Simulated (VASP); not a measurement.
Write the native input for VASP 6.6.1 that does the following.

```yaml
Task: single point
Functional: PBEsol
Potentials_or_basis: VASP PAW PBE potentials, release 64 (Yb)
Cutoff: 520 eV
k_mesh: 13 × 13 × 13
Occupations: fermi-dirac, width 0.1 eV
Spin: no spin polarisation
Dipole_correction: no
Further_INCAR_settings: ALGO = Normal; EDIFF = 1e-07; NBANDS = 18
```

The structure of Yb lies in POSCAR:

```
Yb
1.0
   -1.9687123726      1.9687123726      1.9687123726
    1.9687123726     -1.9687123726      1.9687123726
    1.9687123726      1.9687123726     -1.9687123726
Yb
1
Direct
    0.0000000000      0.0000000000      0.0000000000
```

This isn't the form of Yb at room conditions, which is fcc.

These files were run (other wordings do the same):

INCAR

```
PREC = Accurate
ENCUT = 520
EDIFF = 1E-7
ISMEAR = -1
SIGMA = 0.1
LREAL = F
LASPH = T
NELM = 100
ALGO = Normal
ISIF = 2
LWAVE = F
LCHARG = F
GGA = PS
NBANDS = 18
```

KPOINTS

```
Automatic mesh
0
Gamma
  13 13 13
```

Potentials or basis: VASP PAW PBE potentials, release 64 (Yb).

Run with:

```sh
$ cat potpaw_PBE.64/Yb/POTCAR > POTCAR
$ mpirun -np 1 vasp_std > vasp.out
```

Results of the run:

The pressure is 1.1 GPa and the band gap on the k mesh is zero (bands 12 and 13 overlap by 0.71 eV).

Caveat: the PAW data sets were made with another functional, which shifts forces and pressure a little; spin-orbit coupling is left out, which moves the levels of the heavy elements.

Run time: 90 s on 1 thread of Intel(R) Xeon(R) Platinum 8259CL CPU @ 2.50GHz (Skylake/Cascade Lake) (shared host), peak memory 0.2 GiB.
